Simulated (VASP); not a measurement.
# Y (P6_3/mmc) in VASP: a series of runs, part 2 of 2

VASP 6.6.1. The steps go on from the part before.

**5. Single point, PBE**

This run uses another cell than the first one, of 33.67 Å³/atom, 1.030 times its volume.

Input file INCAR:

```
PREC     = Accurate       # precision mode
ENCUT    = 520            # plane-wave cutoff, eV
EDIFF    = 1E-6           # SCF threshold, eV
ISMEAR   = -1             # smearing method
SIGMA    = 0.05           # smearing width, eV
LREAL    = False          # projectors in reciprocal space
LASPH    = True           # aspherical terms in the spheres
NELM     = 100            # most SCF steps
ALGO     = Normal         # electronic algorithm
ISIF     = 2              # what is computed and relaxed
LWAVE    = False          # write WAVECAR
LCHARG   = True           # write CHGCAR
GGA      = PE             # functional
LELF     = True           # ELF
LVHAR    = True         
NBANDS   = 18             # bands
```

Input file KPOINTS:

```
regular mesh
0
Gamma
  7 7 4
```

Input file POSCAR:

```
Y
1.0
    3.6474000000      0.0000000000      0.0000000000
   -1.8237000000      3.1587410578      0.0000000000
    0.0000000000      0.0000000000      5.8452120000
Y
2
Direct
    0.6666666667      0.3333333333      0.7500000000
    0.3333333333      0.6666666667      0.2500000000
```

Potentials or basis: VASP PAW PBE potentials, release 64 (Y_sv).

Launch:

```sh
cat potpaw_PBE.64/Y_sv/POTCAR > POTCAR
mpirun -np 1 vasp_std > vasp.out
```

OUTCAR:

```text
PREC = Accurate
   ENCUT = 520
   EDIFF = 1E-6
   ISMEAR = -1
   LREAL = False
   LASPH = True
   NELM = 100
   ISIF = 2
   GGA = PE

 ion  position               nearest neighbor table
   1  0.667  0.333  0.750-   2 3.60   2 3.60   2 3.60   2 3.60   2 3.60   2 3.60
   2  0.333  0.667  0.250-   1 3.60   1 3.60   1 3.60   1 3.60   1 3.60   1 3.60

  LATTYP: Found a hexagonal cell.
 ALAT       =     3.6474000000
 C/A-ratio  =     1.6025695016

  Lattice vectors:

 A1 = (   3.6474000000,   0.0000000000,   0.0000000000)
 A2 = (  -1.8237000000,   3.1587410578,   0.0000000000)
 A3 = (   0.0000000000,   0.0000000000,   5.8452120000)

Analysis of symmetry for initial positions (statically):
=====================================================================
 Subroutine PRICEL returns:
 Original cell was already a primitive cell.

 Routine SETGRP: Setting up the symmetry group for a
 hexagonal supercell.

 Subroutine GETGRP returns: Found 24 space group operations
 (whereof 12 operations were pure point group operations)
 out of a pool of 24 trial point group operations.

The static configuration has the point symmetry D_3d.
 The point group associated with its full space group is D_6h.

Analysis of symmetry for dynamics (positions and initial velocities):
=====================================================================
 Subroutine PRICEL returns:
 Original cell was already a primitive cell.

 Routine SETGRP: Setting up the symmetry group for a
 hexagonal supercell.

 Subroutine GETGRP returns: Found 24 space group operations
 (whereof 12 operations were pure point group operations)
 out of a pool of 24 trial point group operations.

The dynamic configuration has the point symmetry D_3d.
 The point group associated with its full space group is D_6h.

 Subroutine INISYM returns: Found 24 space group operations
 (whereof 12 operations are pure point group operations),
 and found     1 'primitive' translations

----------------------------------------------------------------------------------------

                                     Primitive cell

  volume of cell :      67.3438

  direct lattice vectors                    reciprocal lattice vectors
     3.647400000  0.000000000  0.000000000     0.274167900  0.158290911  0.000000000
    -1.823700000  3.158741058  0.000000000     0.000000000  0.316581822  0.000000000
     0.000000000  0.000000000  5.845212000     0.000000000  0.000000000  0.171080193

  length of vectors
     3.647400000  3.647400000  5.845212000     0.316581822  0.316581822  0.171080193

  position of ions in fractional coordinates (direct lattice)
     0.666666667  0.333333333  0.750000000
     0.333333333  0.666666667  0.250000000

  ion indices of the primitive-cell ions
   primitive index   ion index
                 1           1
                 2           2

----------------------------------------------------------------------------------------

 KPOINTS: regular mesh

Automatic generation of k-mesh.
 Grid dimensions read from file:
 generate k-points for:    7    7    4

 Generating k-lattice:

  Cartesian coordinates                     Fractional coordinates (reciprocal lattice)
     0.039166843  0.022612987  0.000000000     0.142857143  0.000000000  0.000000000
     0.000000000  0.045225975  0.000000000     0.000000000  0.142857143  0.000000000
     0.000000000  0.000000000  0.042770048     0.000000000  0.000000000  0.250000000

  Length of vectors
     0.045225975  0.045225975  0.042770048

  Shift w.r.t. Gamma in fractional coordinates (k-lattice)
     0.000000000  0.000000000  0.000000000

 Subroutine IBZKPT returns following result:
 ===========================================

 Found     24 irreducible k-points:

 Following reciprocal coordinates:
            Coordinates               Weight
  0.000000  0.000000  0.000000      1.000000
  0.142857 -0.000000  0.000000      6.000000
  0.285714  0.000000  0.000000      6.000000
  0.428571  0.000000  0.000000      6.000000
  0.142857  0.142857  0.000000      6.000000
  0.285714  0.142857  0.000000     12.000000
[... 16 lines left out ...]
  0.428571  0.142857  0.500000      6.000000
  0.285714  0.285714  0.500000      6.000000
   k-points           NKPTS =     24   k-points in BZ     NKDIM =     24   number of bands    NBANDS=     18
   number of dos      NEDOS =    301   number of ions     NIONS =      2
   total plane-waves  NPLWV =  37632
   dimension x,y,z NGX =    28 NGY =   28 NGZ =   48
   dimension x,y,z NGXF=    56 NGYF=   56 NGZF=   96
   ions per type =               2
   NGX,Y,Z   is equivalent  to a cutoff of  12.76, 12.76, 13.65 a.u.
   NGXF,Y,Z  is equivalent  to a cutoff of  25.52, 25.52, 27.30 a.u.
 SYSTEM =  unknown system
   PREC   = accura    normal or accurate (medium, high low for compatibility)
   ISTART =      0    job   : 0-new  1-cont  2-samecut
   ICHARG =      2    charge: 1-file 2-atom 10-const
   ISPIN  =      1    spin polarized calculation?
   LNONCOLLINEAR =      F non collinear calculations
   LSORBIT =      F    spin-orbit coupling
   LASPH  =      T    aspherical Exc in radial PAW
   ENCUT  =  520.0 eV  38.22 Ry    6.18 a.u.   6.78  6.78 10.87*2*pi/ulx,y,z
   NELM   =    100;   NELMIN=  2; NELMDL= -5     # of ELM steps
   EDIFF  = 0.1E-05   stopping-criterion for ELM
   LREAL  =      F    real-space projection
   EDIFFG = 0.1E-04   stopping-criterion for IOM
   NSW    =      0    number of steps for IOM
   IBRION =     -1    ionic relax: 0-MD 1-quasi-New 2-CG
   NFREE  =      0    steps in history (QN), initial steepest desc. (CG)
   ISIF   =      2    stress and relaxation
   ISYM   =      2    0-nonsym 1-usesym 2-fastsym
   POTIM  = 0.5000    time-step for ionic-motion
   TEBEG  =    0.0;   TEEND  =   0.0 temperature during run
   PSTRESS=    0.0 pullay stress
   NELECT =      22.0000    total number of electrons
   NUPDOWN=      -1.0000    fix difference up-down
   EMIN   =  10.00;   EMAX   =-10.00  energy-range for DOS
   EFERMI =   0.00;   METHOD = LEGACY
   ISMEAR =    -1;   SIGMA  =   0.05  broadening in eV -4-tet -1-fermi 0-gaus
   EFERMI_NEDOS =   21; number of points for ismear=-14 and -15
   IALGO  =     38    algorithm
   IMIX   =      4    mixing-type and parameters
     AMIX     =   0.40;   BMIX     =  1.00
     AMIX_MAG =   1.60;   BMIX_MAG =  1.00
  volume/ion in A,a.u.               =      33.67       227.23
  Fermi-wavevector in a.u.,A,eV,Ry     =   1.127500  2.130666 17.296487  1.271256
  Thomas-Fermi vector in A             =   2.264186
   LORBIT       =      0    0 simple, 1 ext, 2 COOP (PROOUT), +10 PAW based schemes
   GGA     = PE    functional components
[... 5 lines left out ...]
 non-spin polarized calculation
  energy-cutoff  :      520.00
  volume of cell :       67.34
 maximum number of plane-waves:      1836
 NGX is ok and might be reduce to    28
   NGX = 13   NGY = 13   NGZ = 21

 number of electron      22.0000001 magnetization

 Free energy of the ion-electron system (eV)
  ---------------------------------------------------
  ext. energy  EPLUGINS =         0.00000000
  ---------------------------------------------------
  free energy    TOTEN  =       -12.87641241 eV

  energy without entropy =      -12.84481658  energy(sigma->0) =      -12.86061450

 E-fermi :   2.8955     XC(G=0):  -9.3331

 val. band max:        2.8635290981   @ k =   0.4286   0.0000   0.2500
 cond. band min:       2.9311133131   @ k =   0.2857   0.2857   0.5000
 fundamental gap:      0.0675842150
 Fermi energy:         2.8954805334

 k-point     1 :       0.0000    0.0000    0.0000
  band No.  band energies     occupation
      1     -39.8737      2.00000
      2     -39.8135      2.00000
      3     -20.1004      2.00000
      4     -19.6714      2.00000
      5     -19.6714      2.00000
      6     -19.5978      2.00000
[... 10 lines left out ...]
     17       5.7267      0.00000
     18       5.7267      0.00000

 k-point     2 :       0.1429   -0.0000    0.0000
  band No.  band energies     occupation
      1     -39.8646      2.00000
      2     -39.8097      2.00000
      3     -20.0682      2.00000
      4     -19.7403      2.00000
      5     -19.6935      2.00000
      6     -19.6689      2.00000
[... 10 lines left out ...]
     17       5.3775      0.00000
     18       5.5559      0.00000
[... 442 lines left out ...]
 k-point    24 :       0.2857    0.2857    0.5000
  band No.  band energies     occupation
      1     -39.8065      2.00000
      2     -39.8065      2.00000
      3     -20.0080      2.00000
      4     -20.0080      2.00000
      5     -19.8565      2.00000
      6     -19.8565      2.00000
[... 10 lines left out ...]
     17       7.5193      0.00000
     18       7.5193      0.00000

------------------------ aborting loop because EDIFF is reached ----------------------------------------

  FORCE on cell =-STRESS in cart. coord.  units (eV):
  Direction    XX          YY          ZZ          XY          YZ          ZX
  --------------------------------------------------------------------------------------
  -------------------------------------------------------------------------------------
  Total       -0.1550442     -0.1550442     -0.9376181      0.0000000      0.0000000      0.0000000
  in kB       -3.6886579     -3.6886579    -22.3068822      0.0000000      0.0000000      0.0000000
  external PRESSURE =      -9.8947326 kB  Pullay stress =       0.0000000 kB

 VOLUME and BASIS-vectors are now :
 -----------------------------------------------------------------------------
  energy-cutoff  :      520.00
  volume of cell :       67.34
      direct lattice vectors                 reciprocal lattice vectors
     3.647400000  0.000000000  0.000000000     0.274167900  0.158290911  0.000000000
    -1.823700000  3.158741058  0.000000000     0.000000000  0.316581822  0.000000000
     0.000000000  0.000000000  5.845212000     0.000000000  0.000000000  0.171080193

 POSITION                                       TOTAL-FORCE (eV/Angst)
 -----------------------------------------------------------------------------------
      1.82370      1.05291      4.38391         0.000000      0.000000      0.000000
     -0.00000      2.10583      1.46130        -0.000000     -0.000000      0.000000
 -----------------------------------------------------------------------------------
    total drift:                               -0.000000      0.000000     -0.000000

  FREE ENERGIE OF THE ION-ELECTRON SYSTEM (eV)
  ---------------------------------------------------
  free  energy   TOTEN  =       -12.8764124137 eV

  energy  without entropy=      -12.8448165764  energy(sigma->0) =      -12.86061450
```

It took 30 s on 1 thread of Intel Xeon Platinum 8488C (Sapphire Rapids), shared host; peak memory 0.21 GiB.

Results:

- Free energy: -12.8764 eV
- Pressure: -1.0 GPa
- Band gap on the k mesh: zero (band 11 reaches 3.74 eV, above the bottom of band 12 at 2.49 eV)

Levels at points of the mesh, in eV from the Fermi level:
```
           k point  band 7  band 8  band 9  band 10  band 11  band 12  band 13  band 14
(0.00, 0.00, 0.00)  -22.49  -22.47   -4.66    -1.88     0.67     1.74     1.74     1.86
(0.00, 0.00, 0.50)  -22.53  -22.53   -3.30    -3.30     0.85     0.85     1.69     1.69
```

**6. Single point, PBE**

This run uses another cell than the first one, of 34.33 Å³/atom, 1.051 times its volume.

Input file INCAR:

```
SYSTEM = Y
ALGO = Normal
EDIFF = 1E-7
ENCUT = 520
GGA = PE
ISIF = 2
ISMEAR = -1
LASPH = .TRUE.
LCHARG = .FALSE.
LREAL = .FALSE.
LWAVE = .FALSE.
NBANDS = 18
NELM = 80
PREC = Accurate
SIGMA = 0.05
```

Input file KPOINTS:

```
k-points
0
G
  7 7 4
  0 0 0
```

POSCAR, as its differences from that of step 5:

```diff
@@ -4,3 +4,3 @@
    -1.8237000000      3.1587410578      0.0000000000
-    0.0000000000      0.0000000000      5.8452120000
+    0.0000000000      0.0000000000      5.9598240000
 Y
```

Potentials or basis: VASP PAW PBE potentials, release 64 (Y_sv).

Launch:

```sh
cat potpaw_PBE.64/Y_sv/POTCAR > POTCAR
mpirun -np 1 vasp_std > vasp.out
```

Run time: 30 s. Hardware: 1 thread of Intel Xeon Platinum 8488C (Sapphire Rapids), shared host; peak memory 0.2 GiB.

It converged, with:

- Free energy: -12.8522 eV
- Pressure: -1.7 GPa
- Band gap on the k mesh: zero (band 11 reaches 3.57 eV, above the bottom of band 12 at 2.45 eV)

Stress tensor (GPa, compression positive):
```
-0.75  0.00  0.00
 0.00 -0.75  0.00
 0.00  0.00 -3.63
```

Levels at points of the mesh, in eV from the Fermi level:
```tsv
k point	band 6	band 7	band 8	band 9	band 10	band 11	band 12	band 13	band 14	band 15
(0.00, 0.00, 0.00)	-22.55	-22.55	-22.55	-4.64	-1.90	0.50	1.70	1.74	1.74	2.24
(0.00, 0.00, 0.50)	-22.59	-22.59	-22.59	-3.34	-3.34	0.76	0.76	1.72	1.72	1.72
```

**7. Overview**

| cell | gap on the mesh (eV) | pressure (GPa) |
| --- | --- | --- |
| a = 3.647, b = 3.647, c = 5.673 Å, angles 90.0, 90.0, 120.0°, 2 atoms | none | 0.2 |
| a = 3.647, b = 3.647, c = 5.731 Å, angles 90.0, 90.0, 120.0°, 2 atoms | none | -0.2 |
| a = 3.647, b = 3.647, c = 5.788 Å, angles 90.0, 90.0, 120.0°, 2 atoms | none | -0.6 |
| a = 3.647, b = 3.647, c = 5.845 Å, angles 90.0, 90.0, 120.0°, 2 atoms | none | -1.0 |
| a = 3.647, b = 3.647, c = 5.960 Å, angles 90.0, 90.0, 120.0°, 2 atoms | none | -1.7 |

Alike in all rows: task single point; level PBE; potentials or basis VASP PAW PBE potentials, release 64 (Y_sv); no spin polarisation; k mesh 7 × 7 × 4; cutoff (eV) 520; smearing fermi-dirac 0.05 eV.

Absolute energies hang on the potentials; compare differences alone.
